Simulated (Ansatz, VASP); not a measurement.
**InAs: VASP beside Ansatz**

```
CELL_PARAMETERS angstrom
0.00000 2.84787 2.84787
2.84787 0.00000 2.84787
2.84787 2.84787 0.00000
ATOMIC_POSITIONS crystal
In 0.48882 0.51118 0.51118
As 0.01714 0.98286 0.98286
```

Change from the starting cell: mode 4 frozen in at -0.096 Å, equal normal strain along x, y and z +0.0167.

Alike in both runs: task single point; functional LDA; k mesh 14 × 14 × 14; occupations gaussian, width 0.15 eV; no spin polarisation.

|  | VASP | Ansatz |
| --- | --- | --- |
| version | VASP 6.6.1 | Ansatz 0.2.0 |
| potentials or method | VASP PAW LDA potentials, release 64 (In_d, As), cutoff 500 eV | scalar-relativistic, plane waves, PAW |
| valence electrons in the cell | 18 | 28 |

```tsv
	VASP	Ansatz	Ansatz less VASP
gap on the k mesh at the Fermi level (eV)	none	none	-
pressure (GPa)	-2.6	-2.8	-0.23
traceless stress, the component that is largest in VASP (GPa)	1.80	1.79	-0.014
rms of the force components (eV/Å)	0.214	0.208	-0.0055
```

Ansatz warns that its potentials were made for another functional, while VASP's fit it. LDA's correlation is that of Perdew and Zunger in VASP and of Perdew and Wang (1992) in Ansatz. Atom by atom the forces differ by 0.005 eV/Å (rms over components). A gap of «none» marks a metal or a gap that the smearing closes. VASP's potentials hold 18 valence electrons a cell and Ansatz's 28, so a difference there can come from the potentials and not from the codes.
